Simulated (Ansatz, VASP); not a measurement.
# Two plane-wave programs on SiNi

INCAR

```
ALGO = Normal ; EDIFF = 1E-6
ENCUT = 520 ; GGA = PS
ISIF = 2 ; ISMEAR = 0
LASPH = True ; LCHARG = True
LELF = True ; LREAL = False
LVHAR = True ; LWAVE = False
NBANDS = 38 ; NELM = 80
PREC = Accurate ; SIGMA = 0.15
```

KPOINTS

```
k-points
0
Gamma
  10 10 10
```

Contents of POSCAR:

```
SiNi
1.0
    4.1105388466      0.0000000000      0.0000000000
    0.0000000000      4.1105388466      0.0000000000
    0.0000000000      0.0000000000      4.4679770072
Si Ni
4 4
Direct
    0.8464645187      0.8464645187      0.8464645187
    0.6535354813      0.1535354813      0.3464645187
    0.3464645187      0.6535354813      0.1535354813
    0.1535354813      0.3464645187      0.6535354813
    0.1489904732      0.1489904732      0.1489904732
    0.3510095268      0.8510095268      0.6489904732
    0.6489904732      0.3510095268      0.8510095268
    0.8510095268      0.6489904732      0.3510095268
```

Input for Ansatz:

```yaml
crystal:
  lattice:
    - [4.1105388466, 0.0, 0.0]
    - [0.0, 4.1105388466, 0.0]
    - [0.0, 0.0, 4.4679770072]
  atoms:
    - { symbol: Si, position: [0.8464645187, 0.8464645187, 0.8464645187] }
    - { symbol: Si, position: [0.6535354813, 0.1535354813, 0.3464645187] }
    - { symbol: Si, position: [0.3464645187, 0.6535354813, 0.1535354813] }
    - { symbol: Si, position: [0.1535354813, 0.3464645187, 0.6535354813] }
    - { symbol: Ni, position: [0.1489904732, 0.1489904732, 0.1489904732] }
    - { symbol: Ni, position: [0.3510095268, 0.8510095268, 0.6489904732] }
    - { symbol: Ni, position: [0.6489904732, 0.3510095268, 0.8510095268] }
    - { symbol: Ni, position: [0.8510095268, 0.6489904732, 0.3510095268] }
basis:
  ecutwfc: 420
kpoints:
  mp_grid: { grid: [10, 10, 10] }
hamiltonian:
  xc: pbesol
scf:
  occupations: { method: gaussian, width: 0.15 }
output:
  forces: true
  stress: true
  eigenvalues: true
  write_density: true
  write_potential: true
  elf: true
  volumetric_format: npy
```

Change from the starting cell: strain -0.080 along x and y, +0.000 along z, atoms carried along.

Alike in both runs: task single point; functional PBEsol; k mesh 10 × 10 × 10; occupations gaussian, width 0.15 eV; no spin polarisation.

```csv
,VASP,Ansatz
version,VASP 6.6.1,Ansatz 0.2.0
potentials or method,"VASP PAW PBE potentials, release 64 (Si, Ni), cutoff 520 eV","scalar-relativistic, plane waves, PAW"
valence electrons in the cell,56,88
```

|  | VASP | Ansatz | Ansatz less VASP |
| --- | --- | --- | --- |
| gap on the k mesh at the Fermi level (eV) | none | none | - |
| pressure (GPa) | 51.6 | 51.3 | -0.31 |
| traceless stress, the component that is largest in VASP (GPa) | -13.24 | -13.08 | +0.157 |
| rms of the force components (eV/Å) | 0.254 | 0.252 | -0.0019 |

VASP's potentials were made for PBE, not for PBEsol. Atom by atom the forces differ by 0.004 eV/Å (rms over components). A gap of «none» marks a metal or a gap that the smearing closes. Both programs put the cell under a high pressure, so it lies far from rest at this level. VASP's potentials hold 56 valence electrons a cell and Ansatz's 88, so a difference there can come from the potentials and not from the codes.
